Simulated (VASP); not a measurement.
# BC5 (P1) in VASP: notebook

BC5 is run at these levels: PBE; tasks: single point.

Program: VASP 6.6.1. These are calculated values, not measurements. Logs are shortened: lines on timing, memory, paths and dates and some standing lists are left out, and cuts for length are marked.

## (1) The cell of the first run

The typed cell holds 6 atoms: a = 4.469 Å, b = 4.469 Å, c = 4.469 Å, α = 147.45°, β = 60.41°, γ = 130.61°.

## (2) Single point, PBE

INCAR reads:

```
SYSTEM = BC5
  ALGO = Normal
  EDIFF = 1E-6
  ENCUT = 520
  GGA = PE
  ISIF = 2
  ISMEAR = 0
  LASPH = .TRUE.
  LCHARG = .FALSE.
  LREAL = .FALSE.
  LWAVE = .FALSE.
  NBANDS = 20
  NELM = 80
  PREC = Accurate
  SIGMA = 0.05
```

KPOINTS reads:

```
k-points
0
G
  7 11 10
  0 0 0
```

POSCAR reads:

```
BC5
1.0
   -1.2526000000      3.8625540000      1.8671370000
    1.2526000000     -3.8625540000      1.8671370000
    1.2526000000      3.8625540000     -1.8671370000
C B
5 1
Direct
    0.8320690000      0.8352760000      0.0065040000
    0.2083880000      0.0287840000      0.1648560000
    0.8741190000      0.0241410000      0.8053960000
    0.4503560000      0.7679340000      0.6501910000
    0.1015440000      0.7820550000      0.3343820000
    0.5312600000      0.0174300000      0.4815620000
```

Potentials or basis: VASP PAW PBE potentials, release 64 (C, B).

Run with:

```bash
$ cat potpaw_PBE.64/C/POTCAR potpaw_PBE.64/B/POTCAR > POTCAR
$ mpirun -np 1 vasp_std > vasp.out
```

OUTCAR:

```text
SYSTEM = BC5
   EDIFF = 1E-6
   ENCUT = 520
   GGA = PE
   ISIF = 2
   ISMEAR = 0
   LASPH = .TRUE.
   LREAL = .FALSE.
   NELM = 80
   PREC = Accurate

 ion  position               nearest neighbor table
   1  0.832  0.835  0.007-   2 1.53   3 1.57   6 1.63   6 1.71
   2  0.208  0.029  0.165-   1 1.53   4 1.54   5 1.54   4 1.58
   3  0.874  0.024  0.805-   5 1.45   1 1.57   5 1.58   4 1.59
   4  0.450  0.768  0.650-   2 1.54   2 1.58   3 1.59   6 1.60
   5  0.102  0.782  0.334-   3 1.45   2 1.54   3 1.58   6 1.64
   6  0.531  0.017  0.482-   4 1.60   1 1.63   5 1.64   1 1.71

  LATTYP: Found a body centered orthorhombic cell.
 ALAT       =     2.5052000000
 B/A-ratio  =     1.4906091330
 C/A-ratio  =     3.0836292512

  Lattice vectors:

 A1 = (  -1.2526000000,   3.8625540000,  -1.8671370000)
 A2 = (   1.2526000000,   3.8625540000,   1.8671370000)
 A3 = (   1.2526000000,  -3.8625540000,  -1.8671370000)

Analysis of symmetry for initial positions (statically):
=====================================================================
 Subroutine PRICEL returns:
 Original cell was already a primitive cell.

 Routine SETGRP: Setting up the symmetry group for a
 body centered orthorhombic supercell.

 Subroutine GETGRP returns: Found  1 space group operations
 (whereof  1 operations were pure point group operations)
 out of a pool of  8 trial point group operations.

The static configuration has the point symmetry C_1 .

Analysis of symmetry for dynamics (positions and initial velocities):
=====================================================================
 Subroutine PRICEL returns:
 Original cell was already a primitive cell.

 Routine SETGRP: Setting up the symmetry group for a
 body centered orthorhombic supercell.

 Subroutine GETGRP returns: Found  1 space group operations
 (whereof  1 operations were pure point group operations)
 out of a pool of  8 trial point group operations.

The dynamic configuration has the point symmetry C_1 .

 Subroutine INISYM returns: Found  1 space group operations
 (whereof  1 operations are pure point group operations),
 and found     1 'primitive' translations

----------------------------------------------------------------------------------------

                                     Primitive cell

  volume of cell :      36.1346

  direct lattice vectors                    reciprocal lattice vectors
    -1.252600000  3.862554000  1.867137000     0.000000000  0.129448028  0.267789669
     1.252600000 -3.862554000  1.867137000     0.399169727  0.000000000  0.267789669
     1.252600000  3.862554000 -1.867137000     0.399169727  0.129448028  0.000000000

  length of vectors
     4.469287498  4.469287498  4.469287498     0.297435874  0.480674295  0.419634678

  position of ions in fractional coordinates (direct lattice)
     0.832069000  0.835276000  0.006504000
     0.208388000  0.028784000  0.164856000
     0.874119000  0.024141000  0.805396000
     0.450356000  0.767934000  0.650191000
     0.101544000  0.782055000  0.334382000
     0.531260000  0.017430000  0.481562000

  ion indices of the primitive-cell ions
   primitive index   ion index
                 1           1
                 2           2
                 3           3
                 4           4
                 5           5
                 6           6

----------------------------------------------------------------------------------------

 KPOINTS: k-points

Automatic generation of k-mesh.
 Grid dimensions read from file:
 generate k-points for:    7   11   10

 Generating k-lattice:

  Cartesian coordinates                     Fractional coordinates (reciprocal lattice)
     0.000000000  0.018492575  0.038255667     0.142857143  0.000000000  0.000000000
     0.036288157  0.000000000  0.024344515     0.000000000  0.090909091  0.000000000
     0.039916973  0.012944803  0.000000000     0.000000000 -0.000000000  0.100000000

  Length of vectors
     0.042490839  0.043697663  0.041963468

  Shift w.r.t. Gamma in fractional coordinates (k-lattice)
     0.000000000  0.000000000  0.000000000

 -----------------------------------------------------------------------------
|                                                                             |
|           W    W    AA    RRRRR   N    N  II  N    N   GGGG   !!!           |
|           W    W   A  A   R    R  NN   N  II  NN   N  G    G  !!!           |
|           W    W  A    A  R    R  N N  N  II  N N  N  G       !!!           |
|           W WW W  AAAAAA  RRRRR   N  N N  II  N  N N  G  GGG   !            |
|           WW  WW  A    A  R   R   N   NN  II  N   NN  G    G                |
|           W    W  A    A  R    R  N    N  II  N    N   GGGG   !!!           |
|                                                                             |
|     Your reciprocal lattice and k-lattice belong to different lattice       |
|     classes:                                                                |
|                                                                             |
|        The reciprocal lattice is face-centered orthorhombic,                |
|        whereas your k-lattice is triclinic.                                 |
|                                                                             |
|     Results are often still useful ...                                      |
|                                                                             |
 -----------------------------------------------------------------------------

 WARNING: IBZKPT: internal override: KBLOWUP is changed to .FALSE.
      ... skipping the blow-up phase ...

 Subroutine IBZKPT returns following result:
 ===========================================

 Found    386 irreducible k-points:

 Following reciprocal coordinates:
            Coordinates               Weight
  0.000000  0.000000  0.000000      1.000000
  0.142857 -0.000000  0.000000      2.000000
  0.285714 -0.000000  0.000000      2.000000
  0.428571 -0.000000  0.000000      2.000000
 -0.000000  0.090909  0.000000      2.000000
  0.142857  0.090909  0.000000      2.000000
[... 16 lines left out ...]
 -0.428571  0.272727 -0.000000      2.000000
 -0.285714  0.272727 -0.000000      2.000000
 [... further k-points ...]
   k-points           NKPTS =    386   k-points in BZ     NKDIM =    386   number of bands    NBANDS=     20
   number of dos      NEDOS =    301   number of ions     NIONS =      6
   total plane-waves  NPLWV =  46656
   dimension x,y,z NGX =    36 NGY =   36 NGZ =   36
   dimension x,y,z NGXF=    72 NGYF=   72 NGZF=   72
   ions per type =               5   1
   NGX,Y,Z   is equivalent  to a cutoff of  13.39, 13.39, 13.39 a.u.
   NGXF,Y,Z  is equivalent  to a cutoff of  26.78, 26.78, 26.78 a.u.
 SYSTEM =  BC5
   PREC   = accura    normal or accurate (medium, high low for compatibility)
   ISTART =      0    job   : 0-new  1-cont  2-samecut
   ICHARG =      2    charge: 1-file 2-atom 10-const
   ISPIN  =      1    spin polarized calculation?
   LNONCOLLINEAR =      F non collinear calculations
   LSORBIT =      F    spin-orbit coupling
   LASPH  =      T    aspherical Exc in radial PAW
   ENCUT  =  520.0 eV  38.22 Ry    6.18 a.u.   8.31  8.31  8.31*2*pi/ulx,y,z
   NELM   =     80;   NELMIN=  2; NELMDL= -5     # of ELM steps
   EDIFF  = 0.1E-05   stopping-criterion for ELM
   LREAL  =      F    real-space projection
[... 7 lines left out ...]
   TEBEG  =    0.0;   TEEND  =   0.0 temperature during run
   PSTRESS=    0.0 pullay stress
   NELECT =      23.0000    total number of electrons
   NUPDOWN=      -1.0000    fix difference up-down
   EMIN   =  10.00;   EMAX   =-10.00  energy-range for DOS
   EFERMI =   0.00;   METHOD = LEGACY
   ISMEAR =     0;   SIGMA  =   0.05  broadening in eV -4-tet -1-fermi 0-gaus
   EFERMI_NEDOS =   21; number of points for ismear=-14 and -15
   IALGO  =     38    algorithm
   IMIX   =      4    mixing-type and parameters
     AMIX     =   0.40;   BMIX     =  1.00
     AMIX_MAG =   1.60;   BMIX_MAG =  1.00
  volume/ion in A,a.u.               =       6.02        40.64
  Fermi-wavevector in a.u.,A,eV,Ry     =   1.408239  2.661186 26.982221  1.983137
  Thomas-Fermi vector in A             =   2.530417
   LORBIT       =      0    0 simple, 1 ext, 2 COOP (PROOUT), +10 PAW based schemes
   GGA     = PE    functional components
   LHFCALC =     F    Hartree Fock is set to
   AEXX    =    0.0000 exact exchange contribution
   IVDW    =     0    specifies the selected vdW correction
   LEPSILON=     F    determine dielectric tensor
   LRPA    =     F    only Hartree local field effects (RPA)
 non-spin polarized calculation
 Gauss-broadening in eV      SIGMA  =   0.05
  energy-cutoff  :      520.00
  volume of cell :       36.13
 maximum number of plane-waves:       987
 NGX is ok and might be reduce to    36
   NGX = 17   NGY = 17   NGZ = 17

 number of electron      23.0000000 magnetization

 Free energy of the ion-electron system (eV)
  ---------------------------------------------------
  ext. energy  EPLUGINS =         0.00000000
  ---------------------------------------------------
  free energy    TOTEN  =       -51.11673401 eV

  energy without entropy =      -51.11597303  energy(sigma->0) =      -51.11635352

 E-fermi :   7.7938     XC(G=0): -12.8879

 val. band max:        7.7854328687   @ k =  -0.2857   0.2727  -0.0000
 cond. band min:       7.7942594690   @ k =   0.1429   0.0909   0.0000
 fundamental gap:      0.0088266003
 Fermi energy:         7.7938106389

 k-point     1 :       0.0000    0.0000    0.0000
  band No.  band energies     occupation
      1     -11.7424      2.00000
      2      -5.4754      2.00000
      3      -4.0055      2.00000
      4      -2.4271      2.00000
      5      -0.2011      2.00000
      6       0.0788      2.00000
[... 12 lines left out ...]
     19      21.6779      0.00000
     20      22.0870      0.00000

 k-point     2 :       0.1429   -0.0000    0.0000
  band No.  band energies     occupation
      1     -11.5490      2.00000
      2      -5.9860      2.00000
      3      -4.2689      2.00000
      4      -2.6856      2.00000
      5      -1.2615      2.00000
      6       1.0181      2.00000
[... 498 lines left out ...]
 k-point    24 :      -0.2857    0.2727   -0.0000
  band No.  band energies     occupation
      1     -10.2380      2.00000
      2      -5.1689      2.00000
      3      -2.9367      2.00000
      4      -2.1886      2.00000
      5       0.1216      2.00000
      6       0.6179      2.00000
[... 12 lines left out ...]
     19      20.4309      0.00000
     20      21.2528      0.00000

 [... further k-points ...]
[... 5 lines left out ...]
  --------------------------------------------------------------------------------------
  -------------------------------------------------------------------------------------
  Total        0.5987994     -0.2893641      0.6658150     -0.1128490     -0.0696057     -0.3237759
  in kB       26.5502619    -12.8301582     29.5216762     -5.0036299     -3.0862572    -14.3559502
  external PRESSURE =      14.4139266 kB  Pullay stress =       0.0000000 kB

 VOLUME and BASIS-vectors are now :
 -----------------------------------------------------------------------------
  energy-cutoff  :      520.00
  volume of cell :       36.13
      direct lattice vectors                 reciprocal lattice vectors
    -1.252600000  3.862554000  1.867137000     0.000000000  0.129448028  0.267789669
     1.252600000 -3.862554000  1.867137000     0.399169727  0.000000000  0.267789669
     1.252600000  3.862554000 -1.867137000     0.399169727  0.129448028  0.000000000

 POSITION                                       TOTAL-FORCE (eV/Angst)
 -----------------------------------------------------------------------------------
      0.01216      0.01273      3.10102        -0.404892     -0.951458     -0.555101
     -0.01847      1.33050      0.13502        -0.291942     -1.427271      0.987619
     -0.05584      6.39397      0.17339         2.087669      0.932461     -1.213466
      1.21223      1.28474      1.06072         0.661054      1.546345     -0.213113
      1.27125     -1.33694      1.02546        -2.177261     -0.196102      1.866546
     -0.04042      3.84476      0.12534         0.125373      0.096026     -0.872486
 -----------------------------------------------------------------------------------
    total drift:                               -0.000094      0.000005      0.000014

  FREE ENERGIE OF THE ION-ELECTRON SYSTEM (eV)
  ---------------------------------------------------
  free  energy   TOTEN  =       -51.1167340076 eV

  energy  without entropy=      -51.1159730273  energy(sigma->0) =      -51.11635352
```

It took 4.1 min on 1 thread of Intel Xeon 6975P-C (Granite Rapids), shared host; peak memory 0.34 GiB.

What came out:

- Free energy: -51.1167 eV
- Pressure: 1.4 GPa
- Largest force: 2.875 eV/Å
- Band gap on the k mesh: zero (an odd number of electrons rules out a gap without spin polarisation)

Forces in eV/Å, atoms in the order of the input:
```
C   -0.405 -0.951 -0.555
C   -0.292 -1.427  0.988
C    2.088  0.932 -1.213
C    0.661  1.546 -0.213
C   -2.177 -0.196  1.867
B    0.125  0.096 -0.872
```

Levels at points of the mesh, in eV from the Fermi level:
```csv
k point,band 9,band 10,band 11,band 12,band 13,band 14,band 15,band 16
"(0.00, 0.00, 0.00)",-1.96,0.97,1.41,2.66,6.41,6.79,7.23,8.11
"(0.00, 0.00, 0.50)",-4.63,-4.31,-3.41,-2.11,5.11,6.32,8.45,9.18
```

Caveat: forces of over 1 eV/Å act on the atoms, so gaps and moduli don't describe the material at rest.

## (3) Single point, PBE

INCAR reads:

```
PREC = Accurate ; ENCUT = 520
EDIFF = 1E-7 ; ISMEAR = 0
SIGMA = 0.05 ; LREAL = F
LASPH = T ; NELM = 100
ALGO = Normal ; ISIF = 2
LWAVE = F ; LCHARG = T
GGA = PE ; LELF = T
LVHAR = T ; NBANDS = 20
```

KPOINTS reads:

```
regular mesh
0
Gamma
  9 14 12
```

POSCAR is that of step 2.

Potentials or basis: VASP PAW PBE potentials, release 64 (C, B).

Run with:

```bash
$ cat potpaw_PBE.64/C/POTCAR potpaw_PBE.64/B/POTCAR > POTCAR
$ mpirun -np 1 vasp_std > vasp.out
```

It took 8.7 min on 1 thread of Intel Xeon 6975P-C (Granite Rapids), shared host; peak memory 0.52 GiB.

Results (log left out):

```yaml
Free_energy: -51.1124 eV
Pressure: 1.5 GPa
Largest_force: 2.865 eV/Å
Band_gap_on_the_k_mesh: zero (an odd number of electrons rules out a gap without spin polarisation)
```

Forces in eV/Å, atoms in the order of the input:
```
C   -0.431 -0.972 -0.646
C   -0.279 -1.394  1.022
C    2.124  0.954 -1.174
C    0.630  1.521 -0.251
C   -2.192 -0.229  1.831
B    0.148  0.121 -0.781
```

Stress tensor (GPa, compression positive):
```
 3.12 -0.97 -1.65
-0.97 -1.39 -0.34
-1.65 -0.34  2.69
```

Levels at points of the mesh, in eV from the Fermi level:
```
           k point  band 9  band 10  band 11  band 12  band 13  band 14  band 15  band 16
(0.00, 0.00, 0.00)   -1.96     0.96     1.40     2.67     6.40     6.78     7.22     8.11
(0.00, 0.50, 0.00)   -4.73    -3.61    -1.69    -0.73     8.38     9.17     9.45     9.67
(0.00, 0.00, 0.50)   -4.64    -4.31    -3.42    -2.12     5.10     6.31     8.44     9.17
(0.00, 0.50, 0.50)   -2.07    -1.56    -1.18     1.13     6.85     7.80     9.27     9.67
```

Caveat: forces of over 1 eV/Å act on the atoms, so gaps and moduli don't describe the material at rest.
